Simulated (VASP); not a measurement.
Wanted: the native input for a VASP 6.6.1 run.

```
Task                   : electric field gradients
Functional             : PBE
Potentials or basis    : VASP PAW PBE potentials, release 64 (K_sv, I)
Cutoff                 : 520 eV
k mesh                 : 8 × 8 × 8
Occupations            : fermi-dirac, width 0.01 eV
Spin                   : no spin polarisation
Dipole correction      : no
Further INCAR settings : ALGO = Normal; EDIFF = 1e-08; NBANDS = 15
```

The structure of KI lies in POSCAR:

```
KI
1.0
    0.0000000000      3.5245500000      3.5245500000
    3.5245500000      0.0000000000      3.5245500000
    3.5245500000      3.5245500000      0.0000000000
K I
1 1
Direct
    0.0000000000      0.0000000000      0.0000000000
    0.5000000000      0.5000000000      0.5000000000
```

One way to write it, as run:

INCAR

```
PREC = Accurate ; ENCUT = 520
EDIFF = 1E-8 ; ISMEAR = -1
SIGMA = 0.01 ; LREAL = False
LASPH = True ; NELM = 80
ALGO = Normal ; ISIF = 2
LWAVE = False ; LCHARG = False
GGA = PE ; LEFG = True
NBANDS = 15
```

KPOINTS

```
regular mesh
0
Gamma
  8 8 8
```

Potentials or basis: VASP PAW PBE potentials, release 64 (K_sv, I).

The run is started by

```console
$ cat potpaw_PBE.64/K_sv/POTCAR potpaw_PBE.64/I/POTCAR > POTCAR
$ mpirun -np 1 vasp_std > vasp.out
```

Results of the run:

```json
{"Pressure": "0.7 GPa", "Band gap on the k mesh": "3.98 eV", "Largest electric field gradient by atom": "zero within the noise of the run"}
```

Caveat: spin-orbit coupling is left out, which moves the levels of the heavy elements.

Wall time 88 s on 1 thread of Intel Xeon 8259CL, on a shared host, peak memory 0.25 GiB.
